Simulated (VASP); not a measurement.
CaCo, 2 atoms in the cell. Symmetry: F-43m, No. 216, cubic system. Conventional cell: a = 5.549 Å, b = 5.549 Å, c = 5.549 Å, α = 90.00°, β = 90.00°, γ = 90.00°. Within 3.2 Å of Ca (site symmetry -43m) lie 4 Co at 2.40 Å. Co (site symmetry -43m) has 4 Ca at 2.40 Å within 3.2 Å. 

| Item | Value |
| --- | --- |
| Program | VASP 6.6.1 |
| Task | relaxation of cell and atoms |
| Functional | PBE |
| Potentials or basis | VASP PAW PBE potentials, release 64 (Ca_sv, Co) |
| Cutoff | 600 eV |
| k mesh | 6 × 6 × 6 |
| Occupations | gaussian, width 0.1 eV |
| Spin | collinear spin, ferromagnetic start |
| Starting moments | [0.0, 1.03] μB |
| Dipole correction | no |
| Further INCAR settings | ALGO = Normal; EDIFF = 1e-06; IBRION = 2; EDIFFG = -0.04; NSW = 90; ISIF = 3 |

Potentials or basis: VASP PAW PBE potentials, release 64 (Ca_sv, Co).

Launch:

```sh
$ cat potpaw_PBE.64/Ca_sv/POTCAR potpaw_PBE.64/Co/POTCAR > POTCAR
$ mpirun -np 1 vasp_std > vasp.out
```

Hardware: 1 thread of Oxide Virtual Turin-like Processor, on a shared host.

Q: How long does it take, and how much memory?

A: It took 83 s on 1 thread of Oxide Virtual Turin-like Processor, with other jobs on the host, peak memory 0.18 GiB. Counts: scf iterations 45, k points 16, ion steps 3.
